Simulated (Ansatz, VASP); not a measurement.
AlN: VASP beside Ansatz

File POSCAR:

```
AlN
1.0
    0.0000000000      2.1394097525      2.1394097525
    2.1394097525      0.0000000000      2.1394097525
    2.1394097525      2.1394097525      0.0000000000
Al N
1 1
Direct
    0.0000000000      0.0000000000      0.0000000000
    0.2500000000      0.2500000000      0.2500000000
```

The input INCAR.step1:

```
PREC = Accurate
ENCUT = 520
EDIFF = 1E-5
ISMEAR = -1
SIGMA = 0.05
LREAL = F
LASPH = T
NELM = 80
ALGO = Normal
ISIF = 2
LWAVE = T
LCHARG = F
GGA = PE
NBANDS = 11
```

File INCAR.step2:

```
PREC = Accurate
ENCUT = 520
EDIFF = 1E-6
ISMEAR = -1
SIGMA = 0.05
LREAL = F
LASPH = T
NELM = 80
ALGO = Normal
ISIF = 2
LWAVE = F
LCHARG = F
GGA = PS
LHFCALC = T
AEXX = 0.25
PRECFOCK = Normal
ISTART = 1
NBANDS = 11
```

Contents of KPOINTS:

```
Automatic mesh
0
Gamma
  5 5 5
```

Contents of input.yaml:

```yaml
crystal:
  lattice:
    - [0.0, 2.1394097525, 2.1394097525]
    - [2.1394097525, 0.0, 2.1394097525]
    - [2.1394097525, 2.1394097525, 0.0]
  atoms:
    - { symbol: Al, position: [0.0, 0.0, 0.0] }
    - { symbol: "N", position: [0.25, 0.25, 0.25] }
hamiltonian:
  xc: { exchange: pbesol, correlation: pbesol, exx: { coeff: 0.25 } }
  pseudopotentials: { kind: paw }
kpoints:
  mp_grid: { grid: [5, 5, 5] }
scf:
  occupations: { method: fermi_dirac, width: 0.05 }
output:
  forces: true
  stress: true
  eigenvalues: true
```

Alike in both runs: task single point; functional PBEsol-based global hybrid with a share of 0.25 of exact exchange; k mesh 5 × 5 × 5; occupations fermi-dirac, width 0.05 eV; no spin polarisation.

|  | VASP | Ansatz |
| --- | --- | --- |
| version | VASP 6.6.1 | Ansatz 0.2.0 |
| potentials or method | VASP PAW PBE potentials, release 64 (Al, N) | Ansatz PAW |
| plane-wave cutoff (eV) | 520 | 420 |
| valence electrons in the cell | 8 | 8 |

```tsv
	VASP	Ansatz	Ansatz less VASP
gap on the k mesh at the Fermi level (eV)	5.95	5.92	-0.023
least direct gap on the mesh (eV)	6.90	6.87	-0.029
pressure (GPa)	11.7	11.4	-0.25
```

VASP's potentials were made for PBE, not for PBEsol-based global hybrid. The functional is the same, so the differences come from potentials, cutoffs and numerics.

The k mesh is coarse, so the values compare programs but aren't converged. Noted on Ansatz's run: odd divisions of the mesh miss points on the zone boundary, where band edges often lie, so the gap on the mesh can be too wide.
